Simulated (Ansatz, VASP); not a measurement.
## WS2 in VASP and in Ansatz

File INCAR:

```
SYSTEM = WS2
PREC = Accurate
ENCUT = 520
EDIFF = 1E-6
ISMEAR = -1
SIGMA = 0.05
LREAL = .FALSE.
LASPH = .TRUE.
NELM = 60
ALGO = Normal
ISIF = 2
LWAVE = .FALSE.
LCHARG = .FALSE.
GGA = PE
NBANDS = 35
```

The input KPOINTS:

```
regular mesh
0
G
  8 8 1
  0 0 0
```

Contents of POSCAR:

```
WS2
1.0
    3.1832100000      0.0000000000      0.0000000000
   -1.5916000000      2.7567400000      0.0000000000
    0.0000000000      0.0000000000     23.6687600000
W S
2 4
Direct
    0.3333333333      0.6666666667      0.6373200000
    0.6666666667      0.3333333333      0.3626800000
    0.3333333333      0.6666666667      0.2968200000
    0.6666666667      0.3333333333      0.5714400000
    0.3333333333      0.6666666667      0.4285600000
    0.6666666667      0.3333333333      0.7031800000
```

Input for Ansatz:

```yaml
crystal:
  lattice:
    - [3.18321, 0.0, 0.0]
    - [-1.5916, 2.75674, 0.0]
    - [0.0, 0.0, 23.66876]
  atoms:
    - { symbol: W, position: [0.3333333333333333, 0.6666666666666666, 0.63732] }
    - { symbol: W, position: [0.6666666666666666, 0.3333333333333333, 0.36268] }
    - { symbol: S, position: [0.3333333333333333, 0.6666666666666666, 0.29682] }
    - { symbol: S, position: [0.6666666666666666, 0.3333333333333333, 0.57144] }
    - { symbol: S, position: [0.3333333333333333, 0.6666666666666666, 0.42856] }
    - { symbol: S, position: [0.6666666666666666, 0.3333333333333333, 0.70318] }
basis:
  ecutwfc: 476.19925930478996
kpoints:
  mp_grid:
    grid: [8, 8, 1]
hamiltonian:
  xc: pbe
scf:
  occupations:
    method: fermi_dirac
    width: 0.05
output:
  forces: true
  stress: true
```

Alike in both runs: task single point; functional PBE; k mesh 8 × 8 × 1; occupations fermi-dirac, width 0.05 eV; no spin polarisation.

```csv
,VASP,Ansatz
version,VASP 6.6.1,Ansatz 0.2.0
potentials or method,"VASP PAW PBE potentials, release 64 (W_sv, S), cutoff 520 eV","plane waves, PAW"
valence electrons in the cell,52,52
```

VASP gave:

* rms of the force components (eV/Å): 0.120

What did Ansatz give for the same quantities?

rms of the force components (eV/Å): 0.118.

Atom by atom the forces differ by 0.002 eV/Å (rms over components). With one functional, cell and mesh, what is left measures potentials, basis and numerics.

Neither program's run includes spin-orbit coupling.
